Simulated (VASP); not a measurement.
# GaN (P6_3mc) in VASP: a series of runs

Runs on GaN. Level: PBEsol. Tasks: single point.

All numbers are computed with VASP 6.6.1; they aren't measurements. Logs are shortened: lines on timing, memory, paths and dates and some standing lists are left out, and cuts for length are marked.

## (1) The cell of the first run

The structure is hexagonal, space group P6_3mc (No. 186). The conventional cell has a = 3.278 Å, b = 3.278 Å, c = 5.341 Å, α = 90.00°, β = 90.00°, γ = 120.00°. Ga (site symmetry 3m) has 4 N at 2.00 to 2.01 Å within 2.7 Å. N (site symmetry 3m) has 4 Ga at 2.00 to 2.01 Å within 2.7 Å.

## (2) Single point, PBEsol (strain +0.030 along x and y, +0.030 along z)

The input, INCAR:

```
SYSTEM = GaN
PREC = Accurate ; ENCUT = 520
EDIFF = 1E-7 ; ISMEAR = 0
SIGMA = 0.05 ; LREAL = .False.
LASPH = .True. ; NELM = 100
ALGO = Normal ; ISIF = 2
LWAVE = .False. ; LCHARG = .False.
GGA = PS ; NBANDS = 26
```

The input, KPOINTS:

```
regular mesh
0
Gamma
  12 12 6
  0 0 0
```

The input, POSCAR:

```
GaN
1.0
    3.2780558418      0.0000000000      0.0000000000
   -1.6390279209      2.8388796340      0.0000000000
    0.0000000000      0.0000000000      5.3409888619
Ga N
2 2
Direct
    0.3333333333      0.6666666667      0.9991941071
    0.6666666667      0.3333333333      0.4991941071
    0.3333333333      0.6666666667      0.3758058929
    0.6666666667      0.3333333333      0.8758058929
```

Potentials or basis: VASP PAW PBE potentials, release 64 (Ga_d, N).

On the command line:

```console
$ cat potpaw_PBE.64/Ga_d/POTCAR potpaw_PBE.64/N/POTCAR > POTCAR
$ mpirun -np 1 vasp_std > vasp.out
```

OUTCAR:

```text
SYSTEM = GaN
   PREC = Accurate
   ENCUT = 520
   EDIFF = 1E-7
   ISMEAR = 0
   LREAL = .False.
   LASPH = .True.
   NELM = 100
   ISIF = 2
   GGA = PS

 ion  position               nearest neighbor table
   1  0.333  0.667  0.999-   4 2.00   4 2.00   4 2.00   3 2.01
   2  0.667  0.333  0.499-   3 2.00   3 2.00   3 2.00   4 2.01
   3  0.333  0.667  0.376-   2 2.00   2 2.00   2 2.00   1 2.01
   4  0.667  0.333  0.876-   1 2.00   1 2.00   1 2.00   2 2.01

  LATTYP: Found a hexagonal cell.
 ALAT       =     3.2780558418
 C/A-ratio  =     1.6293160091

  Lattice vectors:

 A1 = (   3.2780558418,   0.0000000000,   0.0000000000)
 A2 = (  -1.6390279209,   2.8388796340,   0.0000000000)
 A3 = (   0.0000000000,   0.0000000000,   5.3409888619)

Analysis of symmetry for initial positions (statically):
=====================================================================
 Subroutine PRICEL returns:
 Original cell was already a primitive cell.

 Routine SETGRP: Setting up the symmetry group for a
 hexagonal supercell.

 Subroutine GETGRP returns: Found 12 space group operations
 (whereof  6 operations were pure point group operations)
 out of a pool of 24 trial point group operations.

The static configuration has the point symmetry C_3v.
 The point group associated with its full space group is C_6v.

Analysis of symmetry for dynamics (positions and initial velocities):
=====================================================================
 Subroutine PRICEL returns:
 Original cell was already a primitive cell.

 Routine SETGRP: Setting up the symmetry group for a
 hexagonal supercell.

 Subroutine GETGRP returns: Found 12 space group operations
 (whereof  6 operations were pure point group operations)
 out of a pool of 24 trial point group operations.

The dynamic configuration has the point symmetry C_3v.
 The point group associated with its full space group is C_6v.

 Subroutine INISYM returns: Found 12 space group operations
 (whereof  6 operations are pure point group operations),
 and found     1 'primitive' translations

----------------------------------------------------------------------------------------

                                     Primitive cell

  volume of cell :      49.7033

[... 83 lines left out ...]
   PREC   = accura    normal or accurate (medium, high low for compatibility)
   ISTART =      0    job   : 0-new  1-cont  2-samecut
   ICHARG =      2    charge: 1-file 2-atom 10-const
   ISPIN  =      1    spin polarized calculation?
   LNONCOLLINEAR =      F non collinear calculations
   LSORBIT =      F    spin-orbit coupling
   LASPH  =      T    aspherical Exc in radial PAW
   ENCUT  =  520.0 eV  38.22 Ry    6.18 a.u.   6.10  6.10  9.93*2*pi/ulx,y,z
   NELM   =    100;   NELMIN=  2; NELMDL= -5     # of ELM steps
   EDIFF  = 0.1E-06   stopping-criterion for ELM
   LREAL  =      F    real-space projection
   EDIFFG = 0.1E-05   stopping-criterion for IOM
   NSW    =      0    number of steps for IOM
   IBRION =     -1    ionic relax: 0-MD 1-quasi-New 2-CG
   NFREE  =      0    steps in history (QN), initial steepest desc. (CG)
   ISIF   =      2    stress and relaxation
   ISYM   =      2    0-nonsym 1-usesym 2-fastsym
   POTIM  = 0.5000    time-step for ionic-motion
   TEBEG  =    0.0;   TEEND  =   0.0 temperature during run
   PSTRESS=    0.0 pullay stress
   NELECT =      36.0000    total number of electrons
   NUPDOWN=      -1.0000    fix difference up-down
   EMIN   =  10.00;   EMAX   =-10.00  energy-range for DOS
   EFERMI =   0.00;   METHOD = LEGACY
   ISMEAR =     0;   SIGMA  =   0.05  broadening in eV -4-tet -1-fermi 0-gaus
   EFERMI_NEDOS =   21; number of points for ismear=-14 and -15
   IALGO  =     38    algorithm
   IMIX   =      4    mixing-type and parameters
     AMIX     =   0.40;   BMIX     =  1.00
     AMIX_MAG =   1.60;   BMIX_MAG =  1.00
  volume/ion in A,a.u.               =      12.43        83.85
  Fermi-wavevector in a.u.,A,eV,Ry     =   1.470214  2.778302 29.409405  2.161530
  Thomas-Fermi vector in A             =   2.585498
   LORBIT       =      0    0 simple, 1 ext, 2 COOP (PROOUT), +10 PAW based schemes
   GGA     = PS    functional components
   LHFCALC =     F    Hartree Fock is set to
   AEXX    =    0.0000 exact exchange contribution
   IVDW    =     0    specifies the selected vdW correction
   LEPSILON=     F    determine dielectric tensor
   LRPA    =     F    only Hartree local field effects (RPA)
 non-spin polarized calculation
 Gauss-broadening in eV      SIGMA  =   0.05
  energy-cutoff  :      520.00
  volume of cell :       49.70
 maximum number of plane-waves:      1364
   NGX = 13   NGY = 13   NGZ = 19

 number of electron      36.0000024 magnetization

 Free energy of the ion-electron system (eV)
  ---------------------------------------------------
  ext. energy  EPLUGINS =         0.00000000
  ---------------------------------------------------
  free energy    TOTEN  =       -26.07086031 eV

  energy without entropy =      -26.07086031  energy(sigma->0) =      -26.07086031

 E-fermi :   4.5899     XC(G=0): -11.4593

 val. band max:        4.3111540529   @ k =   0.0000   0.0000   0.0000
 cond. band min:       5.6180594077   @ k =   0.0000   0.0000   0.0000
 fundamental gap:      1.3069053548
 Fermi energy:         4.5899256008

 k-point     1 :       0.0000    0.0000    0.0000
  band No.  band energies     occupation
      1     -10.9762      2.00000
      2     -10.3087      2.00000
      3      -9.0468      2.00000
      4      -9.0335      2.00000
      5      -9.0335      2.00000
      6      -8.9863      2.00000
[... 685 lines left out ...]
     25      15.0119      0.00000
     26      16.6050      0.00000

 [... further k-points ...]
[... 5 lines left out ...]
  --------------------------------------------------------------------------------------
  -------------------------------------------------------------------------------------
  Total       -4.3061361     -4.3061361     -4.2711301      0.0000000      0.0000000      0.0000000
  in kB     -138.8076283   -138.8076283   -137.6792155      0.0000000      0.0000000      0.0000000
  external PRESSURE =    -138.4314907 kB  Pullay stress =       0.0000000 kB

 VOLUME and BASIS-vectors are now :
 -----------------------------------------------------------------------------
  energy-cutoff  :      520.00
  volume of cell :       49.70
      direct lattice vectors                 reciprocal lattice vectors
     3.278055842  0.000000000  0.000000000     0.305058867  0.176125819  0.000000000
    -1.639027921  2.838879634  0.000000000     0.000000000  0.352251638  0.000000000
     0.000000000  0.000000000  5.340988862     0.000000000  0.000000000  0.187231246

 POSITION                                       TOTAL-FORCE (eV/Angst)
 -----------------------------------------------------------------------------------
     -0.00000      1.89259      5.33668        -0.000000      0.000000     -0.014373
      1.63903      0.94629      2.66619         0.000000     -0.000000     -0.014373
     -0.00000      1.89259      2.00718         0.000000     -0.000000      0.014373
      1.63903      0.94629      4.67767        -0.000000      0.000000      0.014373
 -----------------------------------------------------------------------------------
    total drift:                               -0.000001     -0.000001      0.000761

  FREE ENERGIE OF THE ION-ELECTRON SYSTEM (eV)
  ---------------------------------------------------
  free  energy   TOTEN  =       -26.0708603135 eV

  energy  without entropy=      -26.0708603135  energy(sigma->0) =      -26.07086031
```

Wall time 1.7 min (1 thread of AMD EPYC 9R45 (Zen 5), shared host); peak memory 0.18 GiB.

Results:

```yaml
Free_energy: -26.0709 eV
Pressure: -13.8 GPa
Largest_force: 0.014 eV/Å
Band_gap_on_the_k_mesh: 1.31 eV, direct
```

Forces in eV/Å, atoms in the order of the input:
```
Ga   0.000  0.000 -0.014
Ga   0.000  0.000 -0.014
N    0.000  0.000  0.014
N    0.000  0.000  0.014
```

Stress tensor (GPa, compression positive):
```
-13.88   0.00   0.00
  0.00 -13.88   0.00
  0.00   0.00 -13.77
```

Caveat: the cell differs from its parent crystal (strain +0.030 along x and y, +0.030 along z); the PAW data sets were made with another functional, which shifts forces and pressure a little.

## (3) Single point, PBEsol (strain -0.030 along x and y, -0.030 along z)

The input, INCAR:

```
SYSTEM = GaN
ALGO = Normal ; EDIFF = 1E-7
ENCUT = 520 ; GGA = PS
ISIF = 2 ; ISMEAR = 0
LASPH = .True. ; LCHARG = .False.
LREAL = .False. ; LWAVE = .False.
NBANDS = 26 ; NELM = 100
PREC = Accurate ; SIGMA = 0.05
```

The input, KPOINTS:

```
k-points
0
Gamma
  12 12 6
  0 0 0
```

The input, POSCAR:

```
GaN
1.0
    3.0871011326      0.0000000000      0.0000000000
   -1.5435505663      2.6735080048      0.0000000000
    0.0000000000      0.0000000000      5.0298632971
Ga N
2 2
Direct
    0.3333333333      0.6666666667      0.9991941071
    0.6666666667      0.3333333333      0.4991941071
    0.3333333333      0.6666666667      0.3758058929
    0.6666666667      0.3333333333      0.8758058929
```

Potentials or basis: VASP PAW PBE potentials, release 64 (Ga_d, N).

On the command line:

```console
$ cat potpaw_PBE.64/Ga_d/POTCAR potpaw_PBE.64/N/POTCAR > POTCAR
$ mpirun -np 1 vasp_std > vasp.out
```

OUTCAR:

```text
SYSTEM = GaN
   EDIFF = 1E-7
   ENCUT = 520
   GGA = PS
   ISIF = 2
   ISMEAR = 0
   LASPH = .True.
   LREAL = .False.
   NELM = 100
   PREC = Accurate

 ion  position               nearest neighbor table
   1  0.333  0.667  0.999-   4 1.89   4 1.89   4 1.89   3 1.89
   2  0.667  0.333  0.499-   3 1.89   3 1.89   3 1.89   4 1.89
   3  0.333  0.667  0.376-   2 1.89   2 1.89   2 1.89   1 1.89
   4  0.667  0.333  0.876-   1 1.89   1 1.89   1 1.89   2 1.89

  LATTYP: Found a hexagonal cell.
 ALAT       =     3.0871011326
 C/A-ratio  =     1.6293160091

  Lattice vectors:

 A1 = (   3.0871011326,   0.0000000000,   0.0000000000)
 A2 = (  -1.5435505663,   2.6735080048,   0.0000000000)
 A3 = (   0.0000000000,   0.0000000000,   5.0298632971)

Analysis of symmetry for initial positions (statically):
=====================================================================
 Subroutine PRICEL returns:
 Original cell was already a primitive cell.

 Routine SETGRP: Setting up the symmetry group for a
 hexagonal supercell.
[... 167 lines left out ...]
  ---------------------------------------------------
  ext. energy  EPLUGINS =         0.00000000
  ---------------------------------------------------
  free energy    TOTEN  =       -26.03212154 eV

  energy without entropy =      -26.03212154  energy(sigma->0) =      -26.03212154

 E-fermi :   6.4962     XC(G=0): -12.4291

 val. band max:        6.2904682589   @ k =   0.0000   0.0000   0.0000
 cond. band min:       8.7912792855   @ k =   0.0000   0.0000   0.0000
 fundamental gap:      2.5008110266
 Fermi energy:         6.4962236112

 k-point     1 :       0.0000    0.0000    0.0000
  band No.  band energies     occupation
      1     -10.5687      2.00000
      2      -9.2984      2.00000
      3      -7.2350      2.00000
      4      -7.2161      2.00000
      5      -7.2161      2.00000
      6      -7.1331      2.00000
[... 685 lines left out ...]
     25      18.0793      0.00000
     26      20.1137      0.00000

 [... further k-points ...]
[... 5 lines left out ...]
  --------------------------------------------------------------------------------------
  -------------------------------------------------------------------------------------
  Total        5.3695970      5.3695970      5.3611328      0.0000000      0.0000000      0.0000000
  in kB      207.2353078    207.2353078    206.9086382      0.0000000      0.0000000      0.0000000
  external PRESSURE =     207.1264179 kB  Pullay stress =       0.0000000 kB

 VOLUME and BASIS-vectors are now :
 -----------------------------------------------------------------------------
  energy-cutoff  :      520.00
  volume of cell :       41.51
      direct lattice vectors                 reciprocal lattice vectors
     3.087101133  0.000000000  0.000000000     0.323928487  0.187020199  0.000000000
    -1.543550566  2.673508005  0.000000000     0.000000000  0.374040399  0.000000000
     0.000000000  0.000000000  5.029863297     0.000000000  0.000000000  0.198812560

 POSITION                                       TOTAL-FORCE (eV/Angst)
 -----------------------------------------------------------------------------------
     -0.00000      1.78234      5.02581         0.000000     -0.000000      0.021075
      1.54355      0.89117      2.51088        -0.000000      0.000000      0.021075
     -0.00000      1.78234      1.89025         0.000000     -0.000000     -0.021075
      1.54355      0.89117      4.40518        -0.000000      0.000000     -0.021075
 -----------------------------------------------------------------------------------
    total drift:                               -0.000000     -0.000000     -0.000347

  FREE ENERGIE OF THE ION-ELECTRON SYSTEM (eV)
  ---------------------------------------------------
  free  energy   TOTEN  =       -26.0321215393 eV

  energy  without entropy=      -26.0321215393  energy(sigma->0) =      -26.03212154
```

stdout:

```text
POSCAR found type information on POSCAR GaN
 POSCAR found :  2 types and       4 ions
 scaLAPACK will be used
 -----------------------------------------------------------------------------
|                                                                             |
|                                                                             |
|     You enforced a specific xc type in the INCAR file but a different       |
|     I HOPE YOU KNOW WHAT YOU ARE DOING!                                     |
|                                                                             |
 -----------------------------------------------------------------------------

 LDA part: xc-table for (Slater+PW92), standard interpolation
 POSCAR, INCAR and KPOINTS ok, starting setup
 FFT: planning ... GRIDC
 FFT: planning ... GRID_SOFT
 FFT: planning ... GRID
 WAVECAR not read
 entering main loop
```

Wall time 30 s (1 thread of Intel Xeon 6975P-C (Granite Rapids), shared host); peak memory 0.2 GiB.

Results:

* Free energy: -26.0321 eV
* Pressure: 20.7 GPa
* Largest force: 0.021 eV/Å
* Band gap on the k mesh: 2.50 eV, direct

Forces in eV/Å, atoms in the order of the input:
```
Ga   0.000  0.000  0.021
Ga   0.000  0.000  0.021
N    0.000  0.000 -0.021
N    0.000  0.000 -0.021
```

Caveat: the cell differs from its parent crystal (strain -0.030 along x and y, -0.030 along z); the PAW data sets were made with another functional, which shifts forces and pressure a little.

## (4) Single point, PBEsol (strain -0.030 along x and y, -0.015 along z)

The input, INCAR:

```
SYSTEM = GaN
PREC = Accurate
ENCUT = 520
EDIFF = 1E-6
ISMEAR = 0
SIGMA = 0.05
LREAL = .False.
LASPH = .True.
NELM = 60
ALGO = Normal
ISIF = 2
LWAVE = .False.
LCHARG = .True.
GGA = PS
LELF = .True.
LVHAR = .True.
NBANDS = 26
```

The input, KPOINTS:

```
Automatic mesh
0
Gamma
  12 12 6
  0 0 0
```

Edit POSCAR of step 3 so:

```diff
@@ -4,3 +4,3 @@
    -1.5435505663      2.6735080048      0.0000000000
-    0.0000000000      0.0000000000      5.0298632971
+    0.0000000000      0.0000000000      5.1076446883
 Ga N
```

On the command line:

```console
$ cat potpaw_PBE.64/Ga_d/POTCAR potpaw_PBE.64/N/POTCAR > POTCAR
$ mpirun -np 1 vasp_std > vasp.out
```

Run time: 28 s. Hardware: 1 thread of Intel Xeon 6975P-C (Granite Rapids), shared host; peak memory 0.2 GiB.

The run converged. Its results:

```
Free energy            : -26.0973 eV
Pressure               : 16.8 GPa
Largest force          : 0.237 eV/Å
Band gap on the k mesh : 2.35 eV, direct
```

Forces on the atoms (eV/Å):
```
Ga   0.000  0.000  0.237
Ga   0.000  0.000  0.237
N    0.000  0.000 -0.237
N    0.000  0.000 -0.237
```

Stress tensor (GPa, compression positive):
```
19.21  0.00  0.00
 0.00 19.21  0.00
 0.00  0.00 11.85
```

Levels at points of the mesh, in eV from the valence-band top:
| k point | band 15 | band 16 | band 17 | band 18 | band 19 | band 20 | band 21 | band 22 |
| --- | --- | --- | --- | --- | --- | --- | --- | --- |
| (0.00, 0.00, 0.00) | -1.09 | -0.12 | 0.00 | 0.00 | 2.35 | 4.85 | 9.41 | 10.38 |
| (0.50, 0.00, 0.00) | -4.63 | -3.02 | -2.50 | -1.16 | 5.24 | 5.80 | 6.16 | 9.15 |
| (0.00, 0.00, 0.50) | -0.56 | -0.56 | -0.56 | -0.56 | 4.74 | 4.74 | 8.68 | 8.68 |
| (0.50, 0.00, 0.50) | -2.17 | -2.17 | -2.16 | -2.16 | 4.47 | 4.47 | 8.12 | 8.12 |

Caveat: the cell differs from its parent crystal (strain -0.030 along x and y, -0.015 along z); the PAW data sets were made with another functional, which shifts forces and pressure a little.

## (5) The runs side by side

```tsv
cell	gap on the mesh (eV)	pressure (GPa)	largest force (eV/Å)
a = 3.278, b = 3.278, c = 5.341 Å, angles 90.0, 90.0, 120.0°, 4 atoms	1.31	-13.8	0.01
a = 3.087, b = 3.087, c = 5.030 Å, angles 90.0, 90.0, 120.0°, 4 atoms	2.50	20.7	0.02
a = 3.087, b = 3.087, c = 5.108 Å, angles 90.0, 90.0, 120.0°, 4 atoms	2.35	16.8	0.24
```

Alike in all rows: task single point; level PBEsol; potentials or basis VASP PAW PBE potentials, release 64 (Ga_d, N); no spin polarisation; k mesh 12 × 12 × 6; cutoff (eV) 520; smearing gaussian 0.05 eV.

Caveats: the PAW data sets were made with another functional, which shifts forces and pressure a little.

Total energies depend on the potentials used, so only differences within one code and one set of settings carry meaning.
